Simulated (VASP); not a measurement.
Write the native input for VASP 6.6.1 that does the following.

```yaml
Task: single point
Functional: PBE
Potentials_or_basis: VASP PAW PBE potentials, release 64 (W_sv, C_h)
Cutoff: 910 eV
k_mesh: 18 × 18 × 14
Occupations: gaussian, width 0.1 eV
Spin: no spin polarisation
Dipole_correction: no
Second_run: hard_potentials
Further_INCAR_settings: ALGO = Normal; EDIFF = 1e-06; NBANDS = 16
```

The structure of WC lies in POSCAR:

```
WC
1.0
    2.9217712149      0.0000000000      0.0000000000
   -1.4608856074      2.5303280962      0.0000000000
    0.0000000000      0.0000000000      2.8470769657
W C
1 1
Direct
    0.0000000000      0.0000000000      0.0000000000
    0.6666666667      0.3333333333      0.5000000000
```

One way to write it, as run:

INCAR

```
SYSTEM = WC
PREC     = Accurate       ! precision mode
ENCUT    = 910            ! plane-wave cutoff, eV
EDIFF    = 1E-6           ! SCF threshold, eV
ISMEAR   = 0              ! smearing method
SIGMA    = 0.1            ! smearing width, eV
LREAL    = .False.        ! projectors in reciprocal space
LASPH    = .True.         ! aspherical terms in the spheres
NELM     = 120            ! most SCF steps
ALGO     = Normal         ! electronic algorithm
ISIF     = 2              ! what is computed and relaxed
LWAVE    = .False.        ! write WAVECAR
LCHARG   = .True.         ! write CHGCAR
GGA      = PE             ! functional
LELF     = .True.         ! ELF
LVHAR    = .True.       
NBANDS   = 16             ! bands
GGA_COMPAT= .False.
```

KPOINTS

```
regular mesh
0
Gamma
  18 18 14
  0 0 0
```

Potentials or basis: VASP PAW PBE potentials, release 64 (W_sv, C_h).

The run is started by

```bash
$ cat potpaw_PBE.64/W_sv/POTCAR potpaw_PBE.64/C_h/POTCAR > POTCAR
$ mpirun -np 1 vasp_std > vasp.out
```

It gave:

| Quantity | Value |
| --- | --- |
| Pressure | 1.0 GPa |
| Band gap on the k mesh | zero (band 9 reaches 11.83 eV, above the bottom of band 10 at 10.64 eV) |

Caveat: the cutoff is under 1.25 times the usual one of these potentials, so pressure, stress and relaxed cells hold a basis-set (Pulay) error; spin-orbit coupling is left out, which moves the levels of the heavy elements.

Wall time 92 s on 1 thread of Intel(R) Xeon(R) Platinum 8488C (Sapphire Rapids), with other jobs on the host, peak memory 0.35 GiB.
